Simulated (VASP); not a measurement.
# CuO4 (Pm-3m) in VASP: a series of runs

CuO4 is run at these levels: LDA+U; tasks: single point, relaxation of cell and atoms.

Everything below comes from runs of VASP 6.6.1. Logs are shortened: lines on timing, memory, paths and dates and some standing lists are left out, and cuts for length are marked.

### Step 1. The cell of the first run

The structure is cubic, space group Pm-3m (No. 221). Conventional cell: a = 3.673 Å, b = 3.673 Å, c = 3.673 Å, α = 90.00°, β = 90.00°, γ = 90.00°. Cu (site symmetry m-3m) has 6 O at 1.84 Å within 2.4 Å. Within 2.4 Å of O (site symmetry 4/mmm) lie 2 Cu at 1.84 Å. Within 3.4 Å of O (site symmetry m-3m) lie 12 O at 2.60 Å and 8 Cu at 3.18 Å.

### Step 2. Single point, LDA+U, collinear spin

Contents of INCAR:

```
SYSTEM = CuO4
  ALGO = Normal
  EDIFF = 1E-6
  ENCUT = 600
  GGA = CA
  GGA_COMPAT = .FALSE.
  ISIF = 2
  ISMEAR = -1
  ISPIN = 2
  LASPH = .TRUE.
  LCHARG = .FALSE.
  LDAU = .TRUE.
  LDAUJ = 0 0
  LDAUL = 2 -1
  LDAUPRINT = 1
  LDAUTYPE = 2
  LDAUU = 5 0
  LMAXMIX = 4
  LORBIT = 11
  LREAL = .FALSE.
  LWAVE = .FALSE.
  MAGMOM = 0.6 0 0 0 0
  NBANDS = 30
  NELM = 200
  PREC = Accurate
  SIGMA = 0.05
```

Contents of KPOINTS:

```
k-points
0
G
  4 4 4
  0 0 0
```

Contents of POSCAR:

```
CuO4
1.0
    3.6732877020      0.0000000000      0.0000000000
    0.0000000000      3.6732877020      0.0000000000
    0.0000000000      0.0000000000      3.6732877020
Cu O
1 4
Direct
    0.0000000000      0.0000000000      0.0000000000
    0.5000000000      0.0000000000      0.0000000000
    0.5000000000      0.5000000000      0.5000000000
    0.0000000000      0.0000000000      0.5000000000
    0.0000000000      0.5000000000      0.0000000000
```

Potentials or basis: VASP PAW LDA potentials, release 64 (Cu, O).

Launch:

```sh
cat potpaw_LDA.64/Cu/POTCAR potpaw_LDA.64/O/POTCAR > POTCAR
mpirun -np 1 vasp_std > vasp.out
```

OUTCAR:

```text
SYSTEM = CuO4
   EDIFF = 1E-6
   ENCUT = 600
   GGA = CA
   ISIF = 2
   ISMEAR = -1
   ISPIN = 2
   LASPH = .TRUE.
   LORBIT = 11
   LREAL = .FALSE.
   NELM = 200
   PREC = Accurate

 ion  position               nearest neighbor table
   1  0.000  0.000  0.000-   2 1.84   4 1.84   5 1.84   4 1.84   5 1.84   2 1.84
   2  0.500  0.000  0.000-   1 1.84   1 1.84
   3  0.500  0.500  0.500-
   4  0.000  0.000  0.500-   1 1.84   1 1.84
   5  0.000  0.500  0.000-   1 1.84   1 1.84

  LATTYP: Found a simple cubic cell.
 ALAT       =     3.6732877020

  Lattice vectors:

 A1 = (   3.6732877020,   0.0000000000,   0.0000000000)
 A2 = (   0.0000000000,   3.6732877020,   0.0000000000)
 A3 = (   0.0000000000,   0.0000000000,   3.6732877020)

Analysis of symmetry for initial positions (statically):
=====================================================================
 Subroutine PRICEL returns:
 Original cell was already a primitive cell.

 Routine SETGRP: Setting up the symmetry group for a
 simple cubic supercell.

 Subroutine GETGRP returns: Found 48 space group operations
 (whereof 48 operations were pure point group operations)
 out of a pool of 48 trial point group operations.

The static configuration has the point symmetry O_h .

Analysis of symmetry for dynamics (positions and initial velocities):
=====================================================================
 Subroutine PRICEL returns:
 Original cell was already a primitive cell.

 Routine SETGRP: Setting up the symmetry group for a
 simple cubic supercell.

 Subroutine GETGRP returns: Found 48 space group operations
 (whereof 48 operations were pure point group operations)
 out of a pool of 48 trial point group operations.

The dynamic configuration has the point symmetry O_h .

Analysis of structural, dynamic, and magnetic symmetry:
=====================================================================
 Subroutine PRICEL returns:
 Original cell was already a primitive cell.

 Routine SETGRP: Setting up the symmetry group for a
 simple cubic supercell.

 Subroutine GETGRP returns: Found 48 space group operations
 (whereof 48 operations were pure point group operations)
 out of a pool of 48 trial point group operations.

The overall configuration has the point symmetry O_h .

 Subroutine INISYM returns: Found 48 space group operations
 (whereof 48 operations are pure point group operations),
 and found     1 'primitive' translations

----------------------------------------------------------------------------------------

                                     Primitive cell

  volume of cell :      49.5638

  direct lattice vectors                    reciprocal lattice vectors
     3.673287702  0.000000000  0.000000000     0.272235687  0.000000000  0.000000000
     0.000000000  3.673287702  0.000000000     0.000000000  0.272235687  0.000000000
     0.000000000  0.000000000  3.673287702     0.000000000  0.000000000  0.272235687

  length of vectors
     3.673287702  3.673287702  3.673287702     0.272235687  0.272235687  0.272235687

  position of ions in fractional coordinates (direct lattice)
     0.000000000  0.000000000  0.000000000
     0.500000000  0.000000000  0.000000000
     0.500000000  0.500000000  0.500000000
     0.000000000  0.000000000  0.500000000
     0.000000000  0.500000000  0.000000000

  ion indices of the primitive-cell ions
   primitive index   ion index
                 1           1
                 2           2
                 3           3
                 4           4
                 5           5

----------------------------------------------------------------------------------------

 KPOINTS: k-points

Automatic generation of k-mesh.
 Grid dimensions read from file:
 generate k-points for:    4    4    4

 Generating k-lattice:

  Cartesian coordinates                     Fractional coordinates (reciprocal lattice)
     0.068058922  0.000000000  0.000000000     0.250000000  0.000000000  0.000000000
     0.000000000  0.068058922  0.000000000     0.000000000  0.250000000  0.000000000
     0.000000000  0.000000000  0.068058922     0.000000000  0.000000000  0.250000000

  Length of vectors
     0.068058922  0.068058922  0.068058922

  Shift w.r.t. Gamma in fractional coordinates (k-lattice)
     0.000000000  0.000000000  0.000000000

 Subroutine IBZKPT returns following result:
 ===========================================

 Found     10 irreducible k-points:

 Following reciprocal coordinates:
            Coordinates               Weight
  0.000000  0.000000  0.000000      1.000000
  0.250000  0.000000  0.000000      6.000000
  0.500000  0.000000  0.000000      3.000000
  0.250000  0.250000  0.000000     12.000000
  0.500000  0.250000  0.000000     12.000000
  0.500000  0.500000  0.000000      3.000000
  0.250000  0.250000  0.250000      8.000000
  0.500000  0.250000  0.250000     12.000000
  0.500000  0.500000  0.250000      6.000000
  0.500000  0.500000  0.500000      1.000000
   k-points           NKPTS =     10   k-points in BZ     NKDIM =     10   number of bands    NBANDS=     30
   number of dos      NEDOS =    301   number of ions     NIONS =      5
   total plane-waves  NPLWV =  27000
   dimension x,y,z NGX =    30 NGY =   30 NGZ =   30
   dimension x,y,z NGXF=    60 NGYF=   60 NGZF=   60
   ions per type =               1   4
   NGX,Y,Z   is equivalent  to a cutoff of  13.58, 13.58, 13.58 a.u.
   NGXF,Y,Z  is equivalent  to a cutoff of  27.15, 27.15, 27.15 a.u.
 SYSTEM =  CuO4
   PREC   = accura    normal or accurate (medium, high low for compatibility)
   ISTART =      0    job   : 0-new  1-cont  2-samecut
   ICHARG =      2    charge: 1-file 2-atom 10-const
   ISPIN  =      2    spin polarized calculation?
   LNONCOLLINEAR =      F non collinear calculations
   LSORBIT =      F    spin-orbit coupling
   LASPH  =      T    aspherical Exc in radial PAW
   ENCUT  =  600.0 eV  44.10 Ry    6.64 a.u.   7.34  7.34  7.34*2*pi/ulx,y,z
   NELM   =    200;   NELMIN=  2; NELMDL= -5     # of ELM steps
   EDIFF  = 0.1E-05   stopping-criterion for ELM
   LREAL  =      F    real-space projection
[... 7 lines left out ...]
   TEBEG  =    0.0;   TEEND  =   0.0 temperature during run
   PSTRESS=    0.0 pullay stress
   NELECT =      35.0000    total number of electrons
   NUPDOWN=      -1.0000    fix difference up-down
   EMIN   =  10.00;   EMAX   =-10.00  energy-range for DOS
   EFERMI =   0.00;   METHOD = LEGACY
   ISMEAR =    -1;   SIGMA  =   0.05  broadening in eV -4-tet -1-fermi 0-gaus
   EFERMI_NEDOS =   21; number of points for ismear=-14 and -15
   IALGO  =     38    algorithm
   IMIX   =      4    mixing-type and parameters
     AMIX     =   0.40;   BMIX     =  1.00
     AMIX_MAG =   1.60;   BMIX_MAG =  1.00
  volume/ion in A,a.u.               =       9.91        66.89
  Fermi-wavevector in a.u.,A,eV,Ry     =   1.457838  2.754914 28.916344  2.125291
  Thomas-Fermi vector in A             =   2.574593
   LORBIT       =     11    0 simple, 1 ext, 2 COOP (PROOUT), +10 PAW based schemes
 LDA+U is selected, type is set to LDAUTYPE =  2
   angular momentum for each species LDAUL =     2   -1
   U (eV)           for each species LDAUU =   5.0  0.0
   J (eV)           for each species LDAUJ =   0.0  0.0
   GGA     = CA    functional components
   LHFCALC =     F    Hartree Fock is set to
   AEXX    =    0.0000 exact exchange contribution
   IVDW    =     0    specifies the selected vdW correction
   LEPSILON=     F    determine dielectric tensor
   LRPA    =     F    only Hartree local field effects (RPA)
 spin polarized calculation
  energy-cutoff  :      600.00
  volume of cell :       49.56
 maximum number of plane-waves:      1671
 NGX is ok and might be reduce to    30
   NGX = 15   NGY = 15   NGZ = 15

atom =   1  type =  1  l = 2

 onsite density matrix

spin component  1

  0.9794 -0.0000  0.0000 -0.0000 -0.0000
 -0.0000  0.9794 -0.0000  0.0000 -0.0000
  0.0000 -0.0000  0.8235  0.0000  0.0000
 -0.0000  0.0000  0.0000  0.9794  0.0000
 -0.0000 -0.0000  0.0000  0.0000  0.8235

spin component  2

  0.9628  0.0000 -0.0000 -0.0000  0.0000
  0.0000  0.9628  0.0000 -0.0000  0.0000
 -0.0000  0.0000  0.8383 -0.0000  0.0000
 -0.0000 -0.0000 -0.0000  0.9628 -0.0000
  0.0000  0.0000  0.0000 -0.0000  0.8383

 occupancies and eigenvectors

  o =  0.8235  v =  0.0000 -0.0000  0.7167 -0.0000  0.6974  0.0000  0.0000  0.0000  0.0000  0.0000      0.0000  0.0000  0.0000  0.0000  0.0000  0.0000  0.0000  0.0000  0.0000  0.0000
  o =  0.8235  v =  0.0000  0.0000 -0.6974  0.0000  0.7167  0.0000  0.0000  0.0000  0.0000  0.0000      0.0000  0.0000  0.0000  0.0000  0.0000  0.0000  0.0000  0.0000  0.0000  0.0000
  o =  0.8383  v =  0.0000  0.0000  0.0000  0.0000  0.0000  0.0000 -0.0000 -0.0054 -0.0000  1.0000      0.0000  0.0000  0.0000  0.0000  0.0000  0.0000  0.0000  0.0000  0.0000  0.0000
  o =  0.8383  v =  0.0000  0.0000  0.0000  0.0000  0.0000  0.0000  0.0000  1.0000 -0.0000  0.0054      0.0000  0.0000  0.0000  0.0000  0.0000  0.0000  0.0000  0.0000  0.0000  0.0000
  o =  0.9628  v =  0.0000  0.0000  0.0000  0.0000  0.0000  0.0000  0.4549 -0.0000  0.8906  0.0000      0.0000  0.0000  0.0000  0.0000  0.0000  0.0000  0.0000  0.0000  0.0000  0.0000
  o =  0.9628  v =  0.0000  0.0000  0.0000  0.0000  0.0000  1.0000  0.0000  0.0000  0.0000  0.0000      0.0000  0.0000  0.0000  0.0000  0.0000  0.0000  0.0000  0.0000  0.0000  0.0000
  o =  0.9628  v =  0.0000  0.0000  0.0000  0.0000  0.0000  0.0000 -0.8906  0.0000  0.4549 -0.0000      0.0000  0.0000  0.0000  0.0000  0.0000  0.0000  0.0000  0.0000  0.0000  0.0000
  o =  0.9794  v =  0.0000  0.9790  0.0000 -0.2040  0.0000  0.0000  0.0000  0.0000  0.0000  0.0000      0.0000  0.0000  0.0000  0.0000  0.0000  0.0000  0.0000  0.0000  0.0000  0.0000
  o =  0.9794  v =  0.0000 -0.2040 -0.0000 -0.9790  0.0000  0.0000  0.0000  0.0000  0.0000  0.0000      0.0000  0.0000  0.0000  0.0000  0.0000  0.0000  0.0000  0.0000  0.0000  0.0000
  o =  0.9794  v =  1.0000  0.0000  0.0000  0.0000  0.0000  0.0000  0.0000  0.0000  0.0000  0.0000      0.0000  0.0000  0.0000  0.0000  0.0000  0.0000  0.0000  0.0000  0.0000  0.0000

 number of electron      34.9999972 magnetization       1.0415086

 Free energy of the ion-electron system (eV)
  ---------------------------------------------------
  ext. energy  EPLUGINS =         0.00000000
  ---------------------------------------------------
  free energy    TOTEN  =       -19.15070324 eV

  energy without entropy =      -19.08134461  energy(sigma->0) =      -19.11602393

 E-fermi :   1.0127     XC(G=0): -11.7476

 val. band max:        0.9892777784   @ k =   0.5000   0.5000   0.2500
 cond. band min:       1.0547164817   @ k =   0.2500   0.2500   0.2500
 fundamental gap:      0.0654387032
 Fermi energy:         1.0127145480

 spin component 1

 k-point     1 :       0.0000    0.0000    0.0000
  band No.  band energies     occupation
      1     -17.9579      1.00000
      2     -15.8306      1.00000
      3     -15.8306      1.00000
      4     -14.0434      1.00000
      5      -4.0238      1.00000
      6      -4.0238      1.00000
[... 309 lines left out ...]
     28      19.0787      0.00000
     29      19.0787      0.00000
 Fermi energy:         1.0127145480

 spin component 2

 k-point     1 :       0.0000    0.0000    0.0000
  band No.  band energies     occupation
      1     -17.4889      1.00000
      2     -15.1689      1.00000
      3     -15.1689      1.00000
      4     -14.4684      1.00000
      5      -3.8335      1.00000
      6      -3.8335      1.00000
[... 309 lines left out ...]
     28      19.3074      0.00000
     29      19.3074      0.00000
 [bands above 29 left out]

------------------------ aborting loop because EDIFF is reached ----------------------------------------

  FORCE on cell =-STRESS in cart. coord.  units (eV):
  Direction    XX          YY          ZZ          XY          YZ          ZX
  --------------------------------------------------------------------------------------
  -------------------------------------------------------------------------------------
  Total       -3.5293425     -3.5293425     -3.5293425     -0.0000000      0.0000000      0.0000000
  in kB     -114.0878921   -114.0878921   -114.0878921     -0.0000000      0.0000000      0.0000000
  external PRESSURE =    -114.0878921 kB  Pullay stress =       0.0000000 kB

 VOLUME and BASIS-vectors are now :
 -----------------------------------------------------------------------------
  energy-cutoff  :      600.00
  volume of cell :       49.56
      direct lattice vectors                 reciprocal lattice vectors
     3.673287702  0.000000000  0.000000000     0.272235687  0.000000000  0.000000000
     0.000000000  3.673287702  0.000000000     0.000000000  0.272235687  0.000000000
     0.000000000  0.000000000  3.673287702     0.000000000  0.000000000  0.272235687

 POSITION                                       TOTAL-FORCE (eV/Angst)
 -----------------------------------------------------------------------------------
      0.00000      0.00000      0.00000         0.000000      0.000000      0.000000
      1.83664      0.00000      0.00000         0.000000      0.000000      0.000000
      1.83664      1.83664      1.83664         0.000000      0.000000      0.000000
      0.00000      0.00000      1.83664         0.000000      0.000000      0.000000
      0.00000      1.83664      0.00000         0.000000      0.000000      0.000000
 -----------------------------------------------------------------------------------
    total drift:                                0.000000     -0.000000      0.000000

  FREE ENERGIE OF THE ION-ELECTRON SYSTEM (eV)
  ---------------------------------------------------
  free  energy   TOTEN  =       -19.1507032424 eV

  energy  without entropy=      -19.0813446098  energy(sigma->0) =      -19.11602393

 total charge

# of ion       s       p       d       tot
------------------------------------------
    1        0.463   0.687   9.122  10.271
    2        1.597   3.156   0.000   4.753
    3        1.625   2.881   0.000   4.505
    4        1.597   3.156   0.000   4.753
    5        1.597   3.156   0.000   4.753
--------------------------------------------------
tot          6.878  13.035   9.122  29.034

 magnetization (x)

# of ion       s       p       d       tot
------------------------------------------
    1       -0.002  -0.012   0.021   0.006
    2        0.005   0.393   0.000   0.398
    3       -0.003  -0.298   0.000  -0.301
    4        0.005   0.393   0.000   0.398
    5        0.005   0.393   0.000   0.398
--------------------------------------------------
tot          0.009   0.869   0.021   0.899
```

It took 53 s on 1 thread of Intel Xeon 8259CL, shared host; peak memory 0.17 GiB.

What came out:

```yaml
Free_energy: -19.1507 eV
Pressure: -11.4 GPa
Net_moment: 1.04 μB per cell
Site_moments: Cu +0.01; O +0.40, -0.30 (each value once) μB
Valence_electrons_inside_the_program's_atomic_spheres: Cu 10.27; O 4.75, 4.50 (each value once)
```

Eigenvalues of the final occupation matrices:
```tsv
site	spin	trace	eigenvalues
site 1 d	1	4.59	0.82 0.82 0.98 0.98 0.98
site 1 d	2	4.57	0.84 0.84 0.96 0.96 0.96
```

Caveat: the k points lie up to 0.43 Å⁻¹ apart; a moment this small can come from the mesh or the smearing; a cell with one magnetic atom can't hold antiferromagnetic order, which such compounds often take.

### Step 3. Relaxation of cell and atoms, LDA+U, collinear spin

This run uses another cell than the first one, of 14.81 Å³/atom.

Contents of INCAR:

```
PREC = Accurate
ENCUT = 600
EDIFF = 1E-7
ISMEAR = -1
SIGMA = 0.05
LREAL = False
LASPH = True
NELM = 200
ALGO = Normal
ISIF = 3
LWAVE = False
LCHARG = False
ISPIN = 2
MAGMOM = 0.6 0 0 0 0
LORBIT = 11
LMAXMIX = 4
LDAU = True
LDAUTYPE = 2
LDAUL = 2 -1
LDAUU = 5 0
LDAUJ = 0 0
LDAUPRINT = 1
IBRION = 2
NSW = 80
EDIFFG = -0.01
GGA_COMPAT = False
NELMIN = 4
```

Contents of KPOINTS:

```
regular mesh
0
Gamma
  4 4 4
```

POSCAR, as its differences from that of step 2:

```diff
@@ -2,5 +2,5 @@
 1.0
-    3.6732877020      0.0000000000      0.0000000000
-    0.0000000000      3.6732877020      0.0000000000
-    0.0000000000      0.0000000000      3.6732877020
+    4.1996400000      0.0000000000      0.0000000000
+    0.0000000000      4.1996400000      0.0000000000
+    0.0000000000      0.0000000000      4.1996400000
 Cu O
```

Potentials or basis: VASP PAW LDA potentials, release 64 (Cu, O).

Launch:

```sh
cat potpaw_LDA.64/Cu/POTCAR potpaw_LDA.64/O/POTCAR > POTCAR
mpirun -np 1 vasp_std > vasp.out
```

Wall time 4.5 min (1 thread of Intel Xeon 8259CL, shared host); peak memory 0.21 GiB.

It converged, with:

```
Free energy                                           : -19.3718 eV
Relaxed volume                                        : 9.06 Å³/atom
Relaxed cell                                          : a = 3.565 Å, b = 3.565 Å, c = 3.565 Å, α = 90.00°, β = 90.00°, γ = 90.00°
Space group after relaxing (to 0.1 Å)                 : Pm-3m (No. 221)
Energy gained by relaxing                             : 749.0 meV/atom
Ionic steps                                           : 6
Pressure after relaxing                               : 0.0 GPa
Net moment                                            : 0.00 μB per cell
Valence electrons inside the program's atomic spheres : Cu 10.49; O 4.80, 4.50 (each value once)
```

The path:
| step | energy change (eV) | largest force (eV/Å) | pressure (GPa) | volume (Å³) |
| --- | --- | --- | --- | --- |
| 1 | 0.0000 | 0.0000 | -25.49 | 74.07 |
| 2 | -3.3853 | 0.0000 | -16.26 | 51.57 |
| 3 | -3.7414 | 0.0000 | -2.06 | 45.88 |
| 4 | -3.7450 | 0.0000 | 0.45 | 45.19 |
| 5 | -3.7451 | 0.0000 | -0.26 | 45.37 |
| 6 | -3.7451 | 0.0000 | 0.01 | 45.31 |

Final structure:
```xyz
5
Lattice="3.5651 0.0000 0.0000 0.0000 3.5651 0.0000 0.0000 0.0000 3.5651" Properties=species:S:1:pos:R:3 pbc="T T T"
Cu    0.0000    0.0000    0.0000
O     1.7826    0.0000    0.0000
O     1.7826    1.7826    1.7826
O     0.0000    0.0000    1.7826
O     0.0000    1.7826    0.0000
```

Levels at points of the mesh, in eV from the Fermi level:
Spin up:
| k point | band 14 | band 15 | band 16 | band 17 | band 18 | band 19 | band 20 | band 21 |
| --- | --- | --- | --- | --- | --- | --- | --- | --- |
| (0.00, 0.00, 0.00) | -1.75 | -1.75 | -0.95 | -0.95 | -0.95 | 0.59 | 0.59 | 0.59 |
| (0.50, 0.00, 0.00) | -1.94 | -1.39 | -1.34 | -0.76 | -0.76 | 0.19 | 0.28 | 0.28 |
| (0.50, 0.50, 0.00) | -1.58 | -1.27 | -0.69 | -0.69 | 0.29 | 0.29 | 0.32 | 2.58 |
| (0.50, 0.50, 0.50) | 0.35 | 0.35 | 0.35 | 0.69 | 0.69 | 0.69 | 2.59 | 2.59 |
Spin down:
| k point | band 15 | band 16 | band 17 | band 18 | band 19 | band 20 |
| --- | --- | --- | --- | --- | --- | --- |
| (0.00, 0.00, 0.00) | -1.75 | -0.95 | -0.95 | -0.95 | 0.59 | 0.59 |
| (0.50, 0.00, 0.00) | -1.39 | -1.34 | -0.76 | -0.76 | 0.19 | 0.28 |
| (0.50, 0.50, 0.00) | -1.27 | -0.69 | -0.69 | 0.29 | 0.29 | 0.32 |
| (0.50, 0.50, 0.50) | 0.35 | 0.35 | 0.69 | 0.69 | 0.69 | 2.59 |

Eigenvalues of the final occupation matrices:
| site | spin | trace | eigenvalues |
| --- | --- | --- | --- |
| site 1 d | 1 | 4.59 | 0.83 0.83 0.98 0.98 0.98 |
| site 1 d | 2 | 4.59 | 0.83 0.83 0.98 0.98 0.98 |

Caveat: the k points lie up to 0.44 Å⁻¹ apart in the final cell; the volume moved by over 15 % at a fixed basis, so the end points are rough.
